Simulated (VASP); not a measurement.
# Si2W (I4/mmm) in VASP: a series of runs

The runs below take Si2W through relaxation of shape and atoms at fixed volume, with PBE.

Everything below comes from runs of VASP 6.6.1. Logs are shortened: lines on timing, memory, paths and dates and some standing lists are left out, and cuts for length are marked.

## (1) The cell of the first run

The structure is tetragonal, space group I4/mmm (No. 139). Conventional cell: a = 3.196 Å, b = 3.196 Å, c = 7.788 Å, α = 90.00°, β = 90.00°, γ = 90.00°. Within 3.4 Å of Si (site symmetry 4mm) lie 9 Si at 2.58 to 3.20 Å and 5 W at 2.60 to 2.61 Å. W (site symmetry 4/mmm) has 10 Si at 2.60 to 2.61 Å and 4 W at 3.20 Å within 3.4 Å.

## (2) Relaxation of shape and atoms at fixed volume, PBE (13.26 Å³/atom)

The input, INCAR:

```
  PREC = Accurate
  ENCUT = 500
  EDIFF = 1E-7
  ISMEAR = 0
  SIGMA = 0.1
  LREAL = F
  LASPH = T
  NELM = 120
  ALGO = Normal
  ISIF = 4
  LWAVE = F
  LCHARG = F
  GGA = PE
  IBRION = 2
  NSW = 50
  EDIFFG = -0.01
  GGA_COMPAT = F
  NELMIN = 4
```

The input, KPOINTS:

```
Automatic mesh
0
Gamma
  18 18 18
```

The input, POSCAR:

```
Si2W
1.0
   -1.5982204083      1.5982204083      3.8938134135
    1.5982204083     -1.5982204083      3.8938134135
    1.5982204083      1.5982204083     -3.8938134135
Si W
2 1
Direct
    0.3345578115      0.3345578115      0.0000000000
    0.6654421885      0.6654421885      0.0000000000
    0.0000000000      0.0000000000      0.0000000000
```

Potentials or basis: VASP PAW PBE potentials, release 64 (Si, W_sv).

Launch:

```bash
$ cat potpaw_PBE.64/Si/POTCAR potpaw_PBE.64/W_sv/POTCAR > POTCAR
$ mpirun -np 1 vasp_std > vasp.out
```

OUTCAR:

```text
PREC = Accurate
   ENCUT = 500
   EDIFF = 1E-7
   ISMEAR = 0
   LREAL = F
   LASPH = T
   NELM = 120
   ISIF = 4
   GGA = PE
   IBRION = 2
   NSW = 50
   EDIFFG = -0.01
   NELMIN = 4

 ion  position               nearest neighbor table
   1  0.335  0.335  0.000-   2 2.58   3 2.60   3 2.60   3 2.60   3 2.60   3 2.61   2 2.62   2 2.62
                             2 2.62   2 2.62
   2  0.665  0.665  0.000-   1 2.58   3 2.60   3 2.60   3 2.60   3 2.60   3 2.61   1 2.62   1 2.62
                             1 2.62   1 2.62
   3  0.000  0.000  0.000-   2 2.60   2 2.60   2 2.60   1 2.60   2 2.60   1 2.60   1 2.60   1 2.60
                             1 2.61   2 2.61

  LATTYP: Found a body centered tetragonal cell.
 ALAT       =     3.1964408166
 C/A-ratio  =     2.4363431935

  Lattice vectors:

 A1 = (  -1.5982204083,   1.5982204083,   3.8938134135)
 A2 = (   1.5982204083,  -1.5982204083,   3.8938134135)
 A3 = (   1.5982204083,   1.5982204083,  -3.8938134135)

Analysis of symmetry for initial positions (statically):
=====================================================================
 Subroutine PRICEL returns:
 Original cell was already a primitive cell.

 Routine SETGRP: Setting up the symmetry group for a
 body centered tetragonal supercell.

 Subroutine GETGRP returns: Found 16 space group operations
 (whereof 16 operations were pure point group operations)
 out of a pool of 16 trial point group operations.

The static configuration has the point symmetry D_4h.

Analysis of symmetry for dynamics (positions and initial velocities):
=====================================================================
 Subroutine PRICEL returns:
 Original cell was already a primitive cell.

 Routine SETGRP: Setting up the symmetry group for a
 body centered tetragonal supercell.

 Subroutine GETGRP returns: Found 16 space group operations
 (whereof 16 operations were pure point group operations)
 out of a pool of 16 trial point group operations.

The dynamic configuration has the point symmetry D_4h.

 Subroutine INISYM returns: Found 16 space group operations
 (whereof 16 operations are pure point group operations),
 and found     1 'primitive' translations

----------------------------------------------------------------------------------------

                                     Primitive cell

  volume of cell :      39.7840

  direct lattice vectors                    reciprocal lattice vectors
    -1.598220408  1.598220408  3.893813414     0.000000000  0.312847964  0.128408824
     1.598220408 -1.598220408  3.893813414     0.312847964  0.000000000  0.128408824
     1.598220408  1.598220408 -3.893813414     0.312847964  0.312847964  0.000000000

  length of vectors
     4.502266079  4.502266079  4.502266079     0.338175508  0.338175508  0.442433833

  position of ions in fractional coordinates (direct lattice)
     0.334557811  0.334557811  0.000000000
     0.665442189  0.665442189  0.000000000
     0.000000000  0.000000000  0.000000000

  ion indices of the primitive-cell ions
   primitive index   ion index
                 1           1
                 2           2
                 3           3

----------------------------------------------------------------------------------------

 KPOINTS: Automatic mesh

Automatic generation of k-mesh.
 Grid dimensions read from file:
 generate k-points for:   18   18   18

 Generating k-lattice:

  Cartesian coordinates                     Fractional coordinates (reciprocal lattice)
     0.000000000  0.017380442  0.007133824     0.055555556  0.000000000 -0.000000000
     0.017380442  0.000000000  0.007133824     0.000000000  0.055555556 -0.000000000
     0.017380442  0.017380442  0.000000000     0.000000000  0.000000000  0.055555556

  Length of vectors
     0.018787528  0.018787528  0.024579657

  Shift w.r.t. Gamma in fractional coordinates (k-lattice)
     0.000000000  0.000000000  0.000000000

 Subroutine IBZKPT returns following result:
 ===========================================

 Found    480 irreducible k-points:

 Following reciprocal coordinates:
            Coordinates               Weight
  0.000000  0.000000  0.000000      1.000000
  0.055556 -0.000000  0.000000      8.000000
  0.111111 -0.000000  0.000000      8.000000
  0.166667 -0.000000  0.000000      8.000000
  0.222222 -0.000000  0.000000      8.000000
  0.277778 -0.000000  0.000000      8.000000
[... 16 lines left out ...]
 -0.277778  0.055556 -0.000000     16.000000
 -0.222222  0.055556 -0.000000     16.000000
 [... further k-points ...]
   k-points           NKPTS =    480   k-points in BZ     NKDIM =    480   number of bands    NBANDS=     15
   number of dos      NEDOS =    301   number of ions     NIONS =      3
   total plane-waves  NPLWV =  46656
   dimension x,y,z NGX =    36 NGY =   36 NGZ =   36
   dimension x,y,z NGXF=    72 NGYF=   72 NGZF=   72
   ions per type =               2   1
   NGX,Y,Z   is equivalent  to a cutoff of  13.29, 13.29, 13.29 a.u.
   NGXF,Y,Z  is equivalent  to a cutoff of  26.59, 26.59, 26.59 a.u.
 SYSTEM =  unknown system
   PREC   = accura    normal or accurate (medium, high low for compatibility)
   ISTART =      0    job   : 0-new  1-cont  2-samecut
   ICHARG =      2    charge: 1-file 2-atom 10-const
   ISPIN  =      1    spin polarized calculation?
   LNONCOLLINEAR =      F non collinear calculations
   LSORBIT =      F    spin-orbit coupling
   LASPH  =      T    aspherical Exc in radial PAW
   ENCUT  =  500.0 eV  36.75 Ry    6.06 a.u.   8.21  8.21  8.21*2*pi/ulx,y,z
   NELM   =    120;   NELMIN=  4; NELMDL= -5     # of ELM steps
   EDIFF  = 0.1E-06   stopping-criterion for ELM
   LREAL  =      F    real-space projection
   EDIFFG = -.1E-01   stopping-criterion for IOM
   NSW    =     50    number of steps for IOM
   IBRION =      2    ionic relax: 0-MD 1-quasi-New 2-CG
   NFREE  =      1    steps in history (QN), initial steepest desc. (CG)
   ISIF   =      4    stress and relaxation
   ISYM   =      2    0-nonsym 1-usesym 2-fastsym
   POTIM  = 0.5000    time-step for ionic-motion
   TEBEG  =    0.0;   TEEND  =   0.0 temperature during run
   PSTRESS=    0.0 pullay stress
   NELECT =      22.0000    total number of electrons
   NUPDOWN=      -1.0000    fix difference up-down
   EMIN   =  10.00;   EMAX   =-10.00  energy-range for DOS
   EFERMI =   0.00;   METHOD = LEGACY
   ISMEAR =     0;   SIGMA  =   0.10  broadening in eV -4-tet -1-fermi 0-gaus
   EFERMI_NEDOS =   21; number of points for ismear=-14 and -15
   IALGO  =     38    algorithm
   IMIX   =      4    mixing-type and parameters
     AMIX     =   0.40;   BMIX     =  1.00
     AMIX_MAG =   1.60;   BMIX_MAG =  1.00
  volume/ion in A,a.u.               =      13.26        89.49
  Fermi-wavevector in a.u.,A,eV,Ry     =   1.343733  2.539287 24.566920  1.805618
  Thomas-Fermi vector in A             =   2.471783
   LORBIT       =      0    0 simple, 1 ext, 2 COOP (PROOUT), +10 PAW based schemes
   GGA     = PE    functional components
   LHFCALC =     F    Hartree Fock is set to
   AEXX    =    0.0000 exact exchange contribution
   IVDW    =     0    specifies the selected vdW correction
   LEPSILON=     F    determine dielectric tensor
   LRPA    =     F    only Hartree local field effects (RPA)
 conjugate gradient relaxation of ions
 non-spin polarized calculation
 Gauss-broadening in eV      SIGMA  =   0.10
  energy-cutoff  :      500.00
  volume of cell :       39.78
 maximum number of plane-waves:      1030
 NGX is ok and might be reduce to    36
   NGX = 17   NGY = 17   NGZ = 17

--------------------------------------- Ionic step        1  -------------------------------------------

 number of electron      21.9999999 magnetization

 Free energy of the ion-electron system (eV)
  ---------------------------------------------------
  ext. energy  EPLUGINS =         0.00000000
  ---------------------------------------------------
  free energy    TOTEN  =       -24.78761717 eV

  energy without entropy =      -24.78675406  energy(sigma->0) =      -24.78718562

------------------------ aborting loop because EDIFF is reached ----------------------------------------

  FORCE on cell =-STRESS in cart. coord.  units (eV):
  Direction    XX          YY          ZZ          XY          YZ          ZX
  --------------------------------------------------------------------------------------
  -------------------------------------------------------------------------------------
  Total        1.7448560      1.7448560      1.9692324      0.0000000      0.0000000     -0.0000000
  in kB       70.2686642     70.2686642     79.3047300      0.0000000      0.0000000     -0.0000000
  external PRESSURE =      73.2806861 kB  Pullay stress =       0.0000000 kB

 VOLUME and BASIS-vectors are now :
 -----------------------------------------------------------------------------
  energy-cutoff  :      500.00
  volume of cell :       39.78
      direct lattice vectors                 reciprocal lattice vectors
    -1.598220408  1.598220408  3.893813414     0.000000000  0.312847964  0.128408824
     1.598220408 -1.598220408  3.893813414     0.312847964  0.000000000  0.128408824
     1.598220408  1.598220408 -3.893813414     0.312847964  0.312847964  0.000000000
[... 75 lines left out ...]
 POSITION                                       TOTAL-FORCE (eV/Angst)
 -----------------------------------------------------------------------------------
      0.00000      0.00000      2.60700        -0.000000     -0.000000     -0.019736
      0.00000      0.00000      5.19427         0.000000      0.000000      0.019736
      0.00000      0.00000      0.00000        -0.000000     -0.000000     -0.000000
 -----------------------------------------------------------------------------------
    total drift:                               -0.000000     -0.000000      0.000000

  FREE ENERGIE OF THE ION-ELECTRON SYSTEM (eV)
  ---------------------------------------------------
  free  energy   TOTEN  =       -24.7880626643 eV

  energy  without entropy=      -24.7871721965  energy(sigma->0) =      -24.78761743

--------------------------------------- Ionic step        4  -------------------------------------------

 number of electron      21.9999999 magnetization

 Free energy of the ion-electron system (eV)
  ---------------------------------------------------
  ext. energy  EPLUGINS =         0.00000000
  ---------------------------------------------------
  free energy    TOTEN  =       -24.78809103 eV

  energy without entropy =      -24.78719417  energy(sigma->0) =      -24.78764260

 E-fermi :  12.2042     XC(G=0): -12.6069

 val. band max:       12.1738417019   @ k =  -0.3889   0.5000   0.3333
 cond. band min:      12.2483885273   @ k =  -0.3889  -0.4444   0.3333
 fundamental gap:      0.0745468254
 Fermi energy:        12.2041653382

 k-point     1 :       0.0000    0.0000    0.0000
  band No.  band energies     occupation
      1     -61.6180      2.00000
      2     -25.8990      2.00000
      3     -25.8637      2.00000
      4     -25.8637      2.00000
      5      -2.0250      2.00000
      6       5.2473      2.00000
      7       8.4522      2.00000
      8       8.8100      2.00000
      9       9.3031      2.00000
     10       9.3031      2.00000
     11      12.8507      0.00000
     12      15.0298      0.00000
     13      15.0476      0.00000
     14      15.3604      0.00000
     15      15.3604      0.00000
[... 397 lines left out ...]
 k-point    24 :      -0.2222    0.0556   -0.0000
  band No.  band energies     occupation
      1     -61.6143      2.00000
      2     -25.9600      2.00000
      3     -25.8902      2.00000
      4     -25.8617      2.00000
      5      -1.1033      2.00000
      6       5.3938      2.00000
      7       6.7400      2.00000
      8       8.5331      2.00000
      9       9.2872      2.00000
     10      10.0304      2.00000
     11      10.7772      2.00000
     12      13.8723      0.00000
     13      14.5373      0.00000
     14      16.6472      0.00000
     15      16.8065      0.00000

 [... further k-points ...]

------------------------ aborting loop because EDIFF is reached ----------------------------------------

  FORCE on cell =-STRESS in cart. coord.  units (eV):
  Direction    XX          YY          ZZ          XY          YZ          ZX
  --------------------------------------------------------------------------------------
  -------------------------------------------------------------------------------------
  Total        1.7799195      1.7799195      1.7997926      0.0000000      0.0000000      0.0000000
  in kB       71.6807376     71.6807376     72.4810671      0.0000000      0.0000000      0.0000000
  external PRESSURE =      71.9475141 kB  Pullay stress =       0.0000000 kB

 VOLUME and BASIS-vectors are now :
 -----------------------------------------------------------------------------
  energy-cutoff  :      500.00
  volume of cell :       39.78
      direct lattice vectors                 reciprocal lattice vectors
    -1.597237154  1.597237154  3.898608928     0.000000000  0.313040552  0.128250873
     1.597237154 -1.597237154  3.898608928     0.313040552  0.000000000  0.128250873
     1.597237154  1.597237154 -3.898608928     0.313040552  0.313040552  0.000000000

 POSITION                                       TOTAL-FORCE (eV/Angst)
 -----------------------------------------------------------------------------------
      1.59724      1.59724     -1.29413         0.000000      0.000000      0.005687
      0.00000      0.00000      5.19274        -0.000000     -0.000000     -0.005687
      0.00000      0.00000      0.00000         0.000000      0.000000      0.000000
 -----------------------------------------------------------------------------------
    total drift:                                0.000000     -0.000000      0.000000

  FREE ENERGIE OF THE ION-ELECTRON SYSTEM (eV)
  ---------------------------------------------------
  free  energy   TOTEN  =       -24.7880910320 eV

  energy  without entropy=      -24.7871941729  energy(sigma->0) =      -24.78764260

 reached required accuracy - stopping structural energy minimisation
```

Wall time 6.2 min (1 thread of Intel Xeon 6975P-C (Granite Rapids), shared host); peak memory 0.41 GiB.

What came out:

* Free energy: -24.7881 eV
* Energy gained by relaxing: 0.2 meV/atom
* Ionic steps: 4
* Pressure after relaxing: 7.2 GPa
* Largest force after relaxing: 0.006 eV/Å
* Band gap on the k mesh: zero (bands 11 and 12 overlap by 1.33 eV)

Forces in eV/Å, atoms in the order of the input:
```
Si   0.000  0.000  0.006
Si   0.000  0.000 -0.006
W    0.000  0.000  0.000
```

The path:
```tsv
step	energy change (eV)	largest force (eV/Å)	pressure (GPa)	volume (Å³)
1	0.0000	0.0844	7.33	39.78
2	-0.0004	0.0041	7.16	39.78
3	-0.0004	0.0197	7.20	39.78
4	-0.0005	0.0057	7.19	39.78
```

Final structure:
```cif
data_structure
_symmetry_space_group_name_H-M 'P 1'
_symmetry_Int_Tables_number 1
_cell_length_a 4.5057
_cell_length_b 4.5057
_cell_length_c 4.5057
_cell_angle_alpha 138.475
_cell_angle_beta 138.475
_cell_angle_gamma 60.176
_cell_volume 39.78
loop_
_atom_site_label
_atom_site_type_symbol
_atom_site_fract_x
_atom_site_fract_y
_atom_site_fract_z
_atom_site_occupancy
Si1 Si 0.33403 0.33403 0.00000 1
Si2 Si 0.66597 0.66597 0.00000 1
W1 W 0.00000 0.00000 0.00000 1
```

Caveat: spin-orbit coupling is left out, which moves the levels of the heavy elements.

(Continued in part 2 of 2.)
